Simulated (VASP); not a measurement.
# TiRh (P4/mmm) in VASP: single point with LDA

Aim: the single point of TiRh with LDA.

Everything below comes from runs of VASP 6.6.1. Logs are shortened: lines on timing, memory, paths and dates and some standing lists are left out, and cuts for length are marked.

### Step 1. The cell of the first run

It takes space group P4/mmm (No. 123, tetragonal). The conventional cell has a = 2.988 Å, b = 2.988 Å, c = 3.350 Å, α = 90.00°, β = 90.00°, γ = 90.00°. Ti (site symmetry 4/mmm) has 8 Rh at 2.70 Å and 6 Ti at 2.99 to 3.35 Å within 3.6 Å. Rh (site symmetry 4/mmm) has 8 Ti at 2.70 Å and 6 Rh at 2.99 to 3.35 Å within 3.6 Å.

### Step 2. Single point, LDA

Input file INCAR:

```
SYSTEM = TiRh
PREC = Accurate
ENCUT = 620
EDIFF = 1E-6
ISMEAR = -1
SIGMA = 0.01
LREAL = .FALSE.
LASPH = .TRUE.
NELM = 120
ALGO = Normal
ISIF = 2
LWAVE = .FALSE.
LCHARG = .FALSE.
GGA = CA
NBANDS = 22
GGA_COMPAT = .FALSE.
```

Input file KPOINTS:

```
Automatic mesh
0
Gamma
  6 6 5
  0.5 0.5 0
```

Input file POSCAR:

```
TiRh
1.0
    2.9880000000      0.0000000000      0.0000000000
    0.0000000000      2.9880000000      0.0000000000
    0.0000000000      0.0000000000      3.3500000000
Ti Rh
1 1
Direct
    0.5000000000      0.5000000000      0.5000000000
    0.0000000000      0.0000000000      0.0000000000
```

Potentials or basis: VASP PAW LDA potentials, release 64 (Ti_sv, Rh_sv_GW).

Command:

```
> cat potpaw_LDA.64/Ti_sv/POTCAR potpaw_LDA.64/Rh_sv_GW/POTCAR > POTCAR
> mpirun -np 1 vasp_std > vasp.out
```

OUTCAR:

```text
SYSTEM = TiRh
   PREC = Accurate
   ENCUT = 620
   EDIFF = 1E-6
   ISMEAR = -1
   LREAL = .FALSE.
   LASPH = .TRUE.
   NELM = 120
   ISIF = 2
   GGA = CA

 ion  position               nearest neighbor table
   1  0.500  0.500  0.500-   2 2.70   2 2.70   2 2.70   2 2.70   2 2.70   2 2.70   2 2.70   2 2.70

   2  0.000  0.000  0.000-   1 2.70   1 2.70   1 2.70   1 2.70   1 2.70   1 2.70   1 2.70   1 2.70

  LATTYP: Found a simple tetragonal cell.
 ALAT       =     2.9880000000
 C/A-ratio  =     1.1211512718

  Lattice vectors:

 A1 = (   2.9880000000,   0.0000000000,   0.0000000000)
 A2 = (   0.0000000000,   2.9880000000,   0.0000000000)
 A3 = (   0.0000000000,   0.0000000000,   3.3500000000)

Analysis of symmetry for initial positions (statically):
=====================================================================
 Subroutine PRICEL returns:
 Original cell was already a primitive cell.

 Routine SETGRP: Setting up the symmetry group for a
 simple tetragonal supercell.

 Subroutine GETGRP returns: Found 16 space group operations
 (whereof 16 operations were pure point group operations)
 out of a pool of 16 trial point group operations.

The static configuration has the point symmetry D_4h.

Analysis of symmetry for dynamics (positions and initial velocities):
=====================================================================
 Subroutine PRICEL returns:
 Original cell was already a primitive cell.

 Routine SETGRP: Setting up the symmetry group for a
 simple tetragonal supercell.

 Subroutine GETGRP returns: Found 16 space group operations
 (whereof 16 operations were pure point group operations)
 out of a pool of 16 trial point group operations.

The dynamic configuration has the point symmetry D_4h.

 Subroutine INISYM returns: Found 16 space group operations
 (whereof 16 operations are pure point group operations),
 and found     1 'primitive' translations

----------------------------------------------------------------------------------------

                                     Primitive cell

  volume of cell :      29.9093

  direct lattice vectors                    reciprocal lattice vectors
     2.988000000  0.000000000  0.000000000     0.334672021  0.000000000  0.000000000
     0.000000000  2.988000000  0.000000000     0.000000000  0.334672021  0.000000000
     0.000000000  0.000000000  3.350000000     0.000000000  0.000000000  0.298507463

  length of vectors
     2.988000000  2.988000000  3.350000000     0.334672021  0.334672021  0.298507463

  position of ions in fractional coordinates (direct lattice)
     0.500000000  0.500000000  0.500000000
     0.000000000  0.000000000  0.000000000

  ion indices of the primitive-cell ions
   primitive index   ion index
                 1           1
                 2           2

----------------------------------------------------------------------------------------

 KPOINTS: Automatic mesh

Automatic generation of k-mesh.
 Grid dimensions read from file:
 generate k-points for:    6    6    5

 Generating k-lattice:

  Cartesian coordinates                     Fractional coordinates (reciprocal lattice)
     0.055778670  0.000000000  0.000000000     0.166666667  0.000000000  0.000000000
     0.000000000  0.055778670  0.000000000     0.000000000  0.166666667  0.000000000
     0.000000000  0.000000000  0.059701493     0.000000000  0.000000000  0.200000000

  Length of vectors
     0.055778670  0.055778670  0.059701493

  Shift w.r.t. Gamma in fractional coordinates (k-lattice)
     0.500000000  0.500000000  0.000000000

 Subroutine IBZKPT returns following result:
 ===========================================

 Found     18 irreducible k-points:

 Following reciprocal coordinates:
            Coordinates               Weight
  0.083333  0.083333  0.000000      4.000000
  0.250000  0.083333  0.000000      8.000000
  0.416667  0.083333  0.000000      8.000000
  0.250000  0.250000  0.000000      4.000000
  0.416667  0.250000  0.000000      8.000000
  0.416667  0.416667  0.000000      4.000000
[... 10 lines left out ...]
  0.416667  0.250000  0.400000     16.000000
  0.416667  0.416667  0.400000      8.000000
   k-points           NKPTS =     18   k-points in BZ     NKDIM =     18   number of bands    NBANDS=     22
   number of dos      NEDOS =    301   number of ions     NIONS =      2
   total plane-waves  NPLWV =  16128
   dimension x,y,z NGX =    24 NGY =   24 NGZ =   28
   dimension x,y,z NGXF=    48 NGYF=   48 NGZF=   56
   ions per type =               1   1
   NGX,Y,Z   is equivalent  to a cutoff of  13.35, 13.35, 13.90 a.u.
   NGXF,Y,Z  is equivalent  to a cutoff of  26.71, 26.71, 27.79 a.u.
 SYSTEM =  TiRh
   PREC   = accura    normal or accurate (medium, high low for compatibility)
   ISTART =      0    job   : 0-new  1-cont  2-samecut
   ICHARG =      2    charge: 1-file 2-atom 10-const
   ISPIN  =      1    spin polarized calculation?
   LNONCOLLINEAR =      F non collinear calculations
   LSORBIT =      F    spin-orbit coupling
   LASPH  =      T    aspherical Exc in radial PAW
   ENCUT  =  620.0 eV  45.57 Ry    6.75 a.u.   6.07  6.07  6.80*2*pi/ulx,y,z
   NELM   =    120;   NELMIN=  2; NELMDL= -5     # of ELM steps
   EDIFF  = 0.1E-05   stopping-criterion for ELM
   LREAL  =      F    real-space projection
   EDIFFG = 0.1E-04   stopping-criterion for IOM
   NSW    =      0    number of steps for IOM
   IBRION =     -1    ionic relax: 0-MD 1-quasi-New 2-CG
   NFREE  =      0    steps in history (QN), initial steepest desc. (CG)
   ISIF   =      2    stress and relaxation
   ISYM   =      2    0-nonsym 1-usesym 2-fastsym
   POTIM  = 0.5000    time-step for ionic-motion
   TEBEG  =    0.0;   TEEND  =   0.0 temperature during run
   PSTRESS=    0.0 pullay stress
   NELECT =      29.0000    total number of electrons
   NUPDOWN=      -1.0000    fix difference up-down
   EMIN   =  10.00;   EMAX   =-10.00  energy-range for DOS
   EFERMI =   0.00;   METHOD = LEGACY
   ISMEAR =    -1;   SIGMA  =   0.01  broadening in eV -4-tet -1-fermi 0-gaus
   EFERMI_NEDOS =   21; number of points for ismear=-14 and -15
   IALGO  =     38    algorithm
   IMIX   =      4    mixing-type and parameters
     AMIX     =   0.40;   BMIX     =  1.00
     AMIX_MAG =   1.60;   BMIX_MAG =  1.00
  volume/ion in A,a.u.               =      14.95       100.92
  Fermi-wavevector in a.u.,A,eV,Ry     =   1.620338  3.061994 35.722012  2.625494
  Thomas-Fermi vector in A             =   2.714292
   LORBIT       =      0    0 simple, 1 ext, 2 COOP (PROOUT), +10 PAW based schemes
   GGA     = CA    functional components
   LHFCALC =     F    Hartree Fock is set to
   AEXX    =    0.0000 exact exchange contribution
   IVDW    =     0    specifies the selected vdW correction
   LEPSILON=     F    determine dielectric tensor
   LRPA    =     F    only Hartree local field effects (RPA)
 non-spin polarized calculation
  energy-cutoff  :      620.00
  volume of cell :       29.91
 maximum number of plane-waves:      1060
 NGX is ok and might be reduce to    24
   NGX = 13   NGY = 13   NGZ = 13

 number of electron      28.9999996 magnetization

 Free energy of the ion-electron system (eV)
  ---------------------------------------------------
  ext. energy  EPLUGINS =         0.00000000
  ---------------------------------------------------
  free energy    TOTEN  =       -17.81636402 eV

  energy without entropy =      -17.81487786  energy(sigma->0) =      -17.81562094

 E-fermi :   9.9535     XC(G=0): -13.2069

 val. band max:        9.9152065524   @ k =   0.4167   0.0833   0.2000
 cond. band min:       9.9544529403   @ k =   0.0833   0.0833   0.2000
 fundamental gap:      0.0392463879
 Fermi energy:         9.9534699265

 k-point     1 :       0.0833    0.0833    0.0000
  band No.  band energies     occupation
      1     -68.4049      2.00000
      2     -46.8115      2.00000
      3     -36.5100      2.00000
      4     -36.5089      2.00000
      5     -36.4822      2.00000
      6     -23.3749      2.00000
[... 14 lines left out ...]
     21      19.4418      0.00000
     22      19.6449      0.00000

 k-point     2 :       0.2500    0.0833    0.0000
  band No.  band energies     occupation
      1     -68.4006      2.00000
      2     -46.7994      2.00000
      3     -36.5655      2.00000
      4     -36.5039      2.00000
      5     -36.4752      2.00000
      6     -23.4362      2.00000
[... 14 lines left out ...]
     21      19.8878      0.00000
     22      21.7050      0.00000

 k-point     3 :       0.4167    0.0833    0.0000
  band No.  band energies     occupation
      1     -68.3963      2.00000
      2     -46.7872      2.00000
      3     -36.6210      2.00000
      4     -36.4984      2.00000
      5     -36.4682      2.00000
      6     -23.5646      2.00000
[... 14 lines left out ...]
     21      23.1856      0.00000
     22      24.1894      0.00000

 k-point     4 :       0.2500    0.2500    0.0000
  band No.  band energies     occupation
      1     -68.3964      2.00000
      2     -46.7862      2.00000
      3     -36.5644      2.00000
      4     -36.5594      2.00000
      5     -36.4689      2.00000
      6     -23.4298      2.00000
[... 14 lines left out ...]
     21      19.3314      0.00000
     22      21.2090      0.00000

 k-point     5 :       0.4167    0.2500    0.0000
  band No.  band energies     occupation
      1     -68.3921      2.00000
      2     -46.7729      2.00000
      3     -36.6194      2.00000
      4     -36.5584      2.00000
      5     -36.4625      2.00000
      6     -23.5414      2.00000
[... 14 lines left out ...]
     21      20.8649      0.00000
     22      23.3548      0.00000

 k-point     6 :       0.4167    0.4167    0.0000
  band No.  band energies     occupation
      1     -68.3879      2.00000
      2     -46.7586      2.00000
      3     -36.6184      2.00000
      4     -36.6172      2.00000
      5     -36.4567      2.00000
      6     -23.5204      2.00000
[... 14 lines left out ...]
     21      19.3041      0.00000
     22      20.9609      0.00000

 k-point     7 :       0.0833    0.0833    0.2000
  band No.  band energies     occupation
      1     -68.4043      2.00000
      2     -46.8102      2.00000
      3     -36.5085      2.00000
      4     -36.5083      2.00000
      5     -36.4916      2.00000
      6     -23.4138      2.00000
[... 174 lines left out ...]
      6     -23.4541      2.00000
[... 14 lines left out ...]
     21      20.0236      0.00000
     22      22.5151      0.00000

 k-point    15 :       0.4167    0.0833    0.4000
  band No.  band energies     occupation
      1     -68.3946      2.00000
      2     -46.7787      2.00000
      3     -36.6273      2.00000
      4     -36.5057      2.00000
      5     -36.4954      2.00000
      6     -23.5382      2.00000
[... 14 lines left out ...]
     21      18.2806      0.00000
     22      19.8975      0.00000

 k-point    16 :       0.2500    0.2500    0.4000
  band No.  band energies     occupation
      1     -68.3947      2.00000
      2     -46.7793      2.00000
      3     -36.5621      2.00000
      4     -36.5589      2.00000
      5     -36.5024      2.00000
      6     -23.4398      2.00000
[... 14 lines left out ...]
     21      20.3845      0.00000
     22      20.5362      0.00000

 k-point    17 :       0.4167    0.2500    0.4000
  band No.  band energies     occupation
      1     -68.3904      2.00000
      2     -46.7651      2.00000
      3     -36.6198      2.00000
      4     -36.5541      2.00000
      5     -36.4982      2.00000
      6     -23.5318      2.00000
[... 14 lines left out ...]
     21      18.1315      0.00000
     22      19.9336      0.00000

 k-point    18 :       0.4167    0.4167    0.4000
  band No.  band energies     occupation
      1     -68.3863      2.00000
      2     -46.7515      2.00000
      3     -36.6126      2.00000
      4     -36.6118      2.00000
      5     -36.4907      2.00000
      6     -23.5262      2.00000
[... 14 lines left out ...]
     21      18.2740      0.00000
     22      19.1022      0.00000

------------------------ aborting loop because EDIFF is reached ----------------------------------------

  FORCE on cell =-STRESS in cart. coord.  units (eV):
  Direction    XX          YY          ZZ          XY          YZ          ZX
  --------------------------------------------------------------------------------------
  -------------------------------------------------------------------------------------
  Total       -2.5986873     -2.5986873     -1.4468743      0.0000000      0.0000000     -0.0000000
  in kB     -139.2062132   -139.2062132    -77.5060138      0.0000000      0.0000000     -0.0000000
  external PRESSURE =    -118.6394801 kB  Pullay stress =       0.0000000 kB

 VOLUME and BASIS-vectors are now :
 -----------------------------------------------------------------------------
  energy-cutoff  :      620.00
  volume of cell :       29.91
      direct lattice vectors                 reciprocal lattice vectors
     2.988000000  0.000000000  0.000000000     0.334672021  0.000000000  0.000000000
     0.000000000  2.988000000  0.000000000     0.000000000  0.334672021  0.000000000
     0.000000000  0.000000000  3.350000000     0.000000000  0.000000000  0.298507463

 POSITION                                       TOTAL-FORCE (eV/Angst)
 -----------------------------------------------------------------------------------
      1.49400      1.49400      1.67500         0.000000      0.000000      0.000000
      0.00000      0.00000      0.00000         0.000000      0.000000      0.000000
 -----------------------------------------------------------------------------------
    total drift:                                0.000000      0.000000     -0.000000

  FREE ENERGIE OF THE ION-ELECTRON SYSTEM (eV)
  ---------------------------------------------------
  free  energy   TOTEN  =       -17.8163640169 eV

  energy  without entropy=      -17.8148778580  energy(sigma->0) =      -17.81562094
```

Wall time 20 s (1 thread of AMD EPYC 7R43 (Zen 3), shared host); peak memory 0.11 GiB.

Results:

```
Free energy            : -17.8164 eV
Pressure               : -11.9 GPa
Band gap on the k mesh : zero (an odd number of electrons rules out a gap without spin polarisation)
```

Stress tensor (GPa, compression positive):
```
-13.92   0.00   0.00
  0.00 -13.92   0.00
  0.00   0.00  -7.75
```

Caveat: the k points lie up to 0.38 Å⁻¹ apart, too coarse for converged energies and pressures of a metal.

The gap in the log of VASP goes by the Fermi energy; the results here count the filled bands.